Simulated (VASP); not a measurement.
# ZrC (P6_3/mmc) in VASP: a series of runs

The runs below take ZrC through single point, relaxation of cell and atoms, with PBEsol, RPBE, revPBE, r2SCAN, PBE.

All numbers are computed with VASP 6.6.1; they aren't measurements. Logs are shortened: lines on timing, memory, paths and dates and some standing lists are left out, and cuts for length are marked.

## 1. The cell of the first run

The structure is hexagonal, space group P6_3/mmc (No. 194). Conventional cell: a = 3.391 Å, b = 3.391 Å, c = 5.290 Å, α = 90.00°, β = 90.00°, γ = 120.00°. Zr (site symmetry -6m2) has 6 C at 2.36 Å within 3.1 Å. C (site symmetry -3m) has 6 Zr at 2.36 Å and 2 C at 2.65 Å within 3.1 Å.

## 2. Single point, PBEsol

INCAR

```
PREC     = Accurate       # precision mode
ENCUT    = 520            # plane-wave cutoff, eV
EDIFF    = 1E-7           # SCF threshold, eV
ISMEAR   = -1             # smearing method
SIGMA    = 0.05           # smearing width, eV
LREAL    = F              # projectors in reciprocal space
LASPH    = T              # aspherical terms in the spheres
NELM     = 80             # most SCF steps
ALGO     = Normal         # electronic algorithm
ISIF     = 2              # what is computed and relaxed
LWAVE    = F              # write WAVECAR
LCHARG   = F              # write CHGCAR
GGA      = PS             # functional
NBANDS   = 24             # bands
```

KPOINTS

```
Automatic mesh
0
Gamma
  7 7 4
```

POSCAR

```
ZrC
1.0
    3.3914762718      0.0000000000      0.0000000000
   -1.6957381359      2.9371046077      0.0000000000
    0.0000000000      0.0000000000      5.2900530000
Zr C
2 2
Direct
    0.6666666667      0.3333333333      0.7500000000
    0.3333333333      0.6666666667      0.2500000000
    0.0000000000      0.0000000000      0.5000000000
    0.0000000000      0.0000000000      0.0000000000
```

Potentials or basis: VASP PAW PBE potentials, release 64 (Zr_sv, C).

Command:

```sh
> cat potpaw_PBE.64/Zr_sv/POTCAR potpaw_PBE.64/C/POTCAR > POTCAR
> mpirun -np 1 vasp_std > vasp.out
```

OUTCAR:

```text
PREC = Accurate
   ENCUT = 520
   EDIFF = 1E-7
   ISMEAR = -1
   LREAL = F
   LASPH = T
   NELM = 80
   ISIF = 2
   GGA = PS

 ion  position               nearest neighbor table
   1  0.667  0.333  0.750-   3 2.36   4 2.36   3 2.36   4 2.36   3 2.36   4 2.36   2 3.29   2 3.29
                             2 3.29   2 3.29   2 3.29   2 3.29
   2  0.333  0.667  0.250-   3 2.36   4 2.36   3 2.36   4 2.36   3 2.36   4 2.36   1 3.29   1 3.29
                             1 3.29   1 3.29   1 3.29   1 3.29
   3  0.000  0.000  0.500-   1 2.36   2 2.36   2 2.36   1 2.36   1 2.36   2 2.36
   4  0.000  0.000  0.000-   1 2.36   2 2.36   2 2.36   1 2.36   1 2.36   2 2.36

  LATTYP: Found a hexagonal cell.
 ALAT       =     3.3914762718
 C/A-ratio  =     1.5598083478

  Lattice vectors:

 A1 = (   3.3914762718,   0.0000000000,   0.0000000000)
 A2 = (  -1.6957381359,   2.9371046077,   0.0000000000)
 A3 = (   0.0000000000,   0.0000000000,   5.2900530000)

Analysis of symmetry for initial positions (statically):
=====================================================================
 Subroutine PRICEL returns:
 Original cell was already a primitive cell.

 Routine SETGRP: Setting up the symmetry group for a
 hexagonal supercell.

 Subroutine GETGRP returns: Found 24 space group operations
 (whereof 12 operations were pure point group operations)
 out of a pool of 24 trial point group operations.

The static configuration has the point symmetry D_3d.
 The point group associated with its full space group is D_6h.

Analysis of symmetry for dynamics (positions and initial velocities):
=====================================================================
 Subroutine PRICEL returns:
 Original cell was already a primitive cell.

 Routine SETGRP: Setting up the symmetry group for a
 hexagonal supercell.

 Subroutine GETGRP returns: Found 24 space group operations
 (whereof 12 operations were pure point group operations)
 out of a pool of 24 trial point group operations.

The dynamic configuration has the point symmetry D_3d.
 The point group associated with its full space group is D_6h.

 Subroutine INISYM returns: Found 24 space group operations
 (whereof 12 operations are pure point group operations),
 and found     1 'primitive' translations

----------------------------------------------------------------------------------------

                                     Primitive cell

  volume of cell :      52.6949

  direct lattice vectors                    reciprocal lattice vectors
     3.391476272  0.000000000  0.000000000     0.294856847  0.170235680  0.000000000
    -1.695738136  2.937104608  0.000000000     0.000000000  0.340471360  0.000000000
     0.000000000  0.000000000  5.290053000     0.000000000  0.000000000  0.189034023

  length of vectors
     3.391476272  3.391476272  5.290053000     0.340471360  0.340471360  0.189034023

  position of ions in fractional coordinates (direct lattice)
     0.666666667  0.333333333  0.750000000
     0.333333333  0.666666667  0.250000000
     0.000000000  0.000000000  0.500000000
     0.000000000  0.000000000  0.000000000

  ion indices of the primitive-cell ions
   primitive index   ion index
                 1           1
                 2           2
                 3           3
                 4           4

----------------------------------------------------------------------------------------

 KPOINTS: Automatic mesh

Automatic generation of k-mesh.
 Grid dimensions read from file:
 generate k-points for:    7    7    4

 Generating k-lattice:

  Cartesian coordinates                     Fractional coordinates (reciprocal lattice)
     0.042122407  0.024319383  0.000000000     0.142857143 -0.000000000  0.000000000
     0.000000000  0.048638766  0.000000000     0.000000000  0.142857143  0.000000000
     0.000000000  0.000000000  0.047258506     0.000000000  0.000000000  0.250000000

  Length of vectors
     0.048638766  0.048638766  0.047258506

  Shift w.r.t. Gamma in fractional coordinates (k-lattice)
     0.000000000  0.000000000  0.000000000

 Subroutine IBZKPT returns following result:
 ===========================================

 Found     24 irreducible k-points:

 Following reciprocal coordinates:
            Coordinates               Weight
  0.000000  0.000000  0.000000      1.000000
  0.142857 -0.000000  0.000000      6.000000
  0.285714 -0.000000  0.000000      6.000000
  0.428571 -0.000000  0.000000      6.000000
  0.142857  0.142857  0.000000      6.000000
  0.285714  0.142857  0.000000     12.000000
[... 16 lines left out ...]
  0.428571  0.142857  0.500000      6.000000
  0.285714  0.285714  0.500000      6.000000
   k-points           NKPTS =     24   k-points in BZ     NKDIM =     24   number of bands    NBANDS=     24
   number of dos      NEDOS =    301   number of ions     NIONS =      4
   total plane-waves  NPLWV =  31360
   dimension x,y,z NGX =    28 NGY =   28 NGZ =   40
   dimension x,y,z NGXF=    56 NGYF=   56 NGZF=   80
   ions per type =               2   2
   NGX,Y,Z   is equivalent  to a cutoff of  13.73, 13.73, 12.57 a.u.
   NGXF,Y,Z  is equivalent  to a cutoff of  27.45, 27.45, 25.14 a.u.
 SYSTEM =  unknown system
   PREC   = accura    normal or accurate (medium, high low for compatibility)
   ISTART =      0    job   : 0-new  1-cont  2-samecut
   ICHARG =      2    charge: 1-file 2-atom 10-const
   ISPIN  =      1    spin polarized calculation?
   LNONCOLLINEAR =      F non collinear calculations
   LSORBIT =      F    spin-orbit coupling
   LASPH  =      T    aspherical Exc in radial PAW
   ENCUT  =  520.0 eV  38.22 Ry    6.18 a.u.   6.31  6.31  9.84*2*pi/ulx,y,z
   NELM   =     80;   NELMIN=  2; NELMDL= -5     # of ELM steps
   EDIFF  = 0.1E-06   stopping-criterion for ELM
   LREAL  =      F    real-space projection
   EDIFFG = 0.1E-05   stopping-criterion for IOM
   NSW    =      0    number of steps for IOM
   IBRION =     -1    ionic relax: 0-MD 1-quasi-New 2-CG
   NFREE  =      0    steps in history (QN), initial steepest desc. (CG)
   ISIF   =      2    stress and relaxation
   ISYM   =      2    0-nonsym 1-usesym 2-fastsym
   POTIM  = 0.5000    time-step for ionic-motion
   TEBEG  =    0.0;   TEEND  =   0.0 temperature during run
   PSTRESS=    0.0 pullay stress
   NELECT =      32.0000    total number of electrons
   NUPDOWN=      -1.0000    fix difference up-down
   EMIN   =  10.00;   EMAX   =-10.00  energy-range for DOS
   EFERMI =   0.00;   METHOD = LEGACY
   ISMEAR =    -1;   SIGMA  =   0.05  broadening in eV -4-tet -1-fermi 0-gaus
   EFERMI_NEDOS =   21; number of points for ismear=-14 and -15
   IALGO  =     38    algorithm
   IMIX   =      4    mixing-type and parameters
     AMIX     =   0.40;   BMIX     =  1.00
     AMIX_MAG =   1.60;   BMIX_MAG =  1.00
  volume/ion in A,a.u.               =      13.17        88.90
  Fermi-wavevector in a.u.,A,eV,Ry     =   1.386337  2.619797 26.149441  1.921930
  Thomas-Fermi vector in A             =   2.510662
   LORBIT       =      0    0 simple, 1 ext, 2 COOP (PROOUT), +10 PAW based schemes
   GGA     = PS    functional components
   LHFCALC =     F    Hartree Fock is set to
   AEXX    =    0.0000 exact exchange contribution
   IVDW    =     0    specifies the selected vdW correction
   LEPSILON=     F    determine dielectric tensor
   LRPA    =     F    only Hartree local field effects (RPA)
 non-spin polarized calculation
  energy-cutoff  :      520.00
  volume of cell :       52.69
 maximum number of plane-waves:      1435
 NGX is ok and might be reduce to    28
   NGX = 13   NGY = 13   NGZ = 19

 number of electron      32.0000001 magnetization

 Free energy of the ion-electron system (eV)
  ---------------------------------------------------
  ext. energy  EPLUGINS =         0.00000000
  ---------------------------------------------------
  free energy    TOTEN  =       -40.46812764 eV

  energy without entropy =      -40.46464278  energy(sigma->0) =      -40.46638521

 E-fermi :   9.6042     XC(G=0): -12.2052

 val. band max:        9.4579831624   @ k =   0.1429   0.1429   0.2500
 cond. band min:       9.6644287455   @ k =   0.1429  -0.0000   0.0000
 fundamental gap:      0.2064455831
 Fermi energy:         9.6042147138

 k-point     1 :       0.0000    0.0000    0.0000
  band No.  band energies     occupation
      1     -38.6106      2.00000
      2     -38.4960      2.00000
      3     -17.1951      2.00000
      4     -16.4964      2.00000
      5     -16.4964      2.00000
      6     -16.3973      2.00000
[... 16 lines left out ...]
     23      13.9734      0.00000
     24      17.0290      0.00000

 k-point     2 :       0.1429   -0.0000    0.0000
  band No.  band energies     occupation
      1     -38.5955      2.00000
      2     -38.4908      2.00000
      3     -17.1375      2.00000
      4     -16.6121      2.00000
      5     -16.5388      2.00000
      6     -16.5014      2.00000
[... 16 lines left out ...]
     23      14.8941      0.00000
     24      16.1457      0.00000

 k-point     3 :       0.2857   -0.0000    0.0000
  band No.  band energies     occupation
      1     -38.5589      2.00000
      2     -38.4815      2.00000
      3     -16.9886      2.00000
      4     -16.8742      2.00000
      5     -16.7157      2.00000
      6     -16.6207      2.00000
[... 16 lines left out ...]
     23      15.5066      0.00000
     24      15.7604      0.00000
[... 514 lines left out ...]
 k-point    23 :       0.4286    0.1429    0.5000
  band No.  band energies     occupation
      1     -38.4965      2.00000
      2     -38.4965      2.00000
      3     -17.0915      2.00000
      4     -17.0915      2.00000
      5     -16.6896      2.00000
      6     -16.6896      2.00000
[... 16 lines left out ...]
     23      16.4768      0.00000
     24      16.4768      0.00000

 k-point    24 :       0.2857    0.2857    0.5000
  band No.  band energies     occupation
      1     -38.4942      2.00000
      2     -38.4942      2.00000
      3     -17.0160      2.00000
      4     -17.0160      2.00000
      5     -16.8144      2.00000
      6     -16.8144      2.00000
[... 16 lines left out ...]
     23      16.2098      0.00000
     24      16.2098      0.00000

------------------------ aborting loop because EDIFF is reached ----------------------------------------

  FORCE on cell =-STRESS in cart. coord.  units (eV):
  Direction    XX          YY          ZZ          XY          YZ          ZX
  --------------------------------------------------------------------------------------
  -------------------------------------------------------------------------------------
  Total       -2.8761791     -2.8761791     -1.7033539      0.0000000      0.0000000      0.0000000
  in kB      -87.4496924    -87.4496924    -51.7901599      0.0000000      0.0000000      0.0000000
  external PRESSURE =     -75.5631815 kB  Pullay stress =       0.0000000 kB

 VOLUME and BASIS-vectors are now :
 -----------------------------------------------------------------------------
  energy-cutoff  :      520.00
  volume of cell :       52.69
      direct lattice vectors                 reciprocal lattice vectors
     3.391476272  0.000000000  0.000000000     0.294856847  0.170235680  0.000000000
    -1.695738136  2.937104608  0.000000000     0.000000000  0.340471360  0.000000000
     0.000000000  0.000000000  5.290053000     0.000000000  0.000000000  0.189034023

 POSITION                                       TOTAL-FORCE (eV/Angst)
 -----------------------------------------------------------------------------------
      1.69574      0.97903      3.96754        -0.000000     -0.000000      0.000000
     -0.00000      1.95807      1.32251         0.000000      0.000000      0.000000
      0.00000      0.00000      2.64503        -0.000000      0.000000      0.000000
      0.00000      0.00000      0.00000        -0.000000      0.000000      0.000000
 -----------------------------------------------------------------------------------
    total drift:                               -0.000000      0.000000     -0.000000

  FREE ENERGIE OF THE ION-ELECTRON SYSTEM (eV)
  ---------------------------------------------------
  free  energy   TOTEN  =       -40.4681276409 eV

  energy  without entropy=      -40.4646427764  energy(sigma->0) =      -40.46638521
```

It took 70 s on 1 thread of Intel Xeon 8259CL, shared host; peak memory 0.18 GiB.

Results:

| Property | Result |
| --- | --- |
| Free energy | -40.4681 eV |
| Pressure | -7.6 GPa |
| Band gap on the k mesh | zero (bands 16 and 17 overlap by 1.09 eV) |

Caveat: the cell stands under tension; the PAW data sets were made with another functional, which shifts forces and pressure a little.

## 3. Single point, RPBE

INCAR

```
PREC = Accurate
ENCUT = 520
EDIFF = 1E-6
ISMEAR = -1
SIGMA = 0.05
LREAL = False
LASPH = True
NELM = 80
ALGO = Normal
ISIF = 2
LWAVE = False
LCHARG = True
GGA = RP
LELF = True
LVHAR = True
NBANDS = 24
```

KPOINTS

```
regular mesh
0
Gamma
  7 7 4
```

POSCAR is that of step 2.

Potentials or basis: VASP PAW PBE potentials, release 64 (Zr_sv, C).

Command:

```sh
> cat potpaw_PBE.64/Zr_sv/POTCAR potpaw_PBE.64/C/POTCAR > POTCAR
> mpirun -np 1 vasp_std > vasp.out
```

It took 78 s on 1 thread of Intel Xeon 8259CL, shared host; peak memory 0.18 GiB.

It converged, with:

| Property | Result |
| --- | --- |
| Free energy | -36.4369 eV |
| Pressure | 1.1 GPa |
| Band gap on the k mesh | zero (bands 16 and 17 overlap by 1.11 eV) |

Stress tensor (GPa, compression positive):
```
-0.35  0.00  0.00
 0.00 -0.35  0.00
 0.00  0.00  3.92
```

Levels at points of the mesh, in eV from the Fermi level:
```
           k point  band 14  band 15  band 16  band 17  band 18  band 19
(0.00, 0.00, 0.00)    -1.12    -1.12     0.96     1.24     1.24     1.63
(0.00, 0.00, 0.50)    -2.44    -2.44    -2.44     3.37     3.37     3.37
```

Caveat: the PAW data sets were made with another functional, which shifts forces and pressure a little.

## 4. Single point, revPBE

INCAR

```
SYSTEM = ZrC
PREC = Accurate
ENCUT = 520
EDIFF = 1E-6
ISMEAR = -1
SIGMA = 0.05
LREAL = .False.
LASPH = .True.
NELM = 100
ALGO = Normal
ISIF = 2
LWAVE = .False.
LCHARG = .True.
GGA = RE
LELF = .True.
LVHAR = .True.
NBANDS = 24
```

KPOINTS

```
regular mesh
0
Gamma
  7 7 4
  0 0 0
```

POSCAR is that of step 3.

Command:

```sh
> cat potpaw_PBE.64/Zr_sv/POTCAR potpaw_PBE.64/C/POTCAR > POTCAR
> mpirun -np 1 vasp_std > vasp.out
```

Run time: 76 s. Hardware: 1 thread of Intel Xeon 8259CL, shared host; peak memory 0.18 GiB.

Results (log left out):

```yaml
Free_energy: -36.7630 eV
Pressure: 0.2 GPa
Band_gap_on_the_k_mesh: zero (bands 16 and 17 overlap by 1.11 eV)
```

Stress tensor (GPa, compression positive):
```
-1.19  0.00  0.00
 0.00 -1.19  0.00
 0.00  0.00  3.05
```

Levels at points of the mesh, in eV from the Fermi level:
```csv
k point,band 14,band 15,band 16,band 17,band 18,band 19
"(0.00, 0.00, 0.00)",-1.12,-1.12,0.96,1.24,1.24,1.64
"(0.00, 0.00, 0.50)",-2.43,-2.43,-2.43,3.37,3.37,3.37
```

Caveat: the PAW data sets were made with another functional, which shifts forces and pressure a little.

## 5. Single point, r2SCAN

POSCAR is that of step 4.

INCAR.step1

```
ALGO = Normal ; EDIFF = 1E-4
ENCUT = 520 ; GGA = PE
ISMEAR = -1 ; LASPH = T
LCHARG = F ; LREAL = F
LWAVE = T ; NBANDS = 24
NELM = 80 ; PREC = Accurate
SIGMA = 0.05
```

INCAR.step2

```
ALGO = Normal ; EDIFF = 1E-6
ENCUT = 520 ; ISIF = 2
ISMEAR = -1 ; ISTART = 1
LASPH = T ; LCHARG = F
LMIXTAU = T ; LREAL = F
LWAVE = F ; METAGGA = R2SCAN
NBANDS = 24 ; NELM = 80
PREC = Accurate ; SIGMA = 0.05
```

KPOINTS

```
k-points
0
Gamma
  7 7 4
```

Command:

```sh
> cat potpaw_PBE.64/Zr_sv/POTCAR potpaw_PBE.64/C/POTCAR > POTCAR
> cp INCAR.step1 INCAR
> mpirun -np 1 vasp_std > vasp.out
> cp INCAR.step2 INCAR
> mpirun -np 1 vasp_std > vasp.out
```

Wall time 4.7 min (1 thread of Intel Xeon 8259CL, shared host); peak memory 0.19 GiB.

It converged, with:

| Property | Result |
| --- | --- |
| Free energy | -68.6436 eV |
| Pressure | -2.1 GPa |
| Band gap on the k mesh | zero (bands 16 and 17 overlap by 1.23 eV) |

Stress tensor (GPa, compression positive):
```
-4.02  0.00  0.00
 0.00 -4.02  0.00
 0.00  0.00  1.67
```

Levels at points of the mesh, in eV from the Fermi level:
```tsv
k point	band 13	band 14	band 15	band 16	band 17	band 18	band 19	band 20
(0.00, 0.00, 0.00)	-3.10	-1.36	-1.36	1.07	1.31	1.31	1.70	1.70
(0.00, 0.00, 0.50)	-2.69	-2.69	-2.69	-2.69	3.48	3.48	3.48	3.48
```

Caveat: the PAW data sets were made with another functional, which shifts forces and pressure a little.

[end of part 1 of 2]
